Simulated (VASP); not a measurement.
Runs of VASP 6.6.1 on CuI (Marshite). The structure is that of space group F-43m (No. 216), or close to it. The cells are those of the table. 

```tsv
task	cell	cutoff (eV)	smearing	gap on the mesh (eV)	pressure (GPa)
single point	a = 4.254 Å, angles 60.0°, 2 atoms	520	gaussian 0.02 eV	1.21	1.3
single point	a = 4.119 Å, angles 60.0°, 2 atoms	520	gaussian 0.02 eV	(a)	7.0
single point	a = 4.165 Å, angles 60.0°, 2 atoms	520	gaussian 0.02 eV	1.39	4.8
single point	a = 4.340 Å, angles 60.0°, 2 atoms	520	gaussian 0.02 eV	1.05	-0.7
single point	a = 4.287 Å, angles 60.0°, 2 atoms	520	gaussian 0.02 eV	(b)	0.3
single point	a = 4.298 Å, angles 60.0°, 2 atoms	520	gaussian 0.02 eV	1.12	0.0
single point	a = 4.437 Å, angles 60.0°, 2 atoms	520	gaussian 0.02 eV	0.90	-2.9
```

Alike in all rows: level PBE; potentials or basis VASP PAW PBE potentials, release 64 (Cu, I); no spin polarisation; k mesh 8 × 8 × 8.

Question: Fill in the values left out.

Answer: (a) 1.50; (b) 1.14.

Caveats: spin-orbit coupling is left out, which moves the levels of the heavy elements.

A k mesh can miss the band edges, and the runs leave out spin-orbit coupling on I.
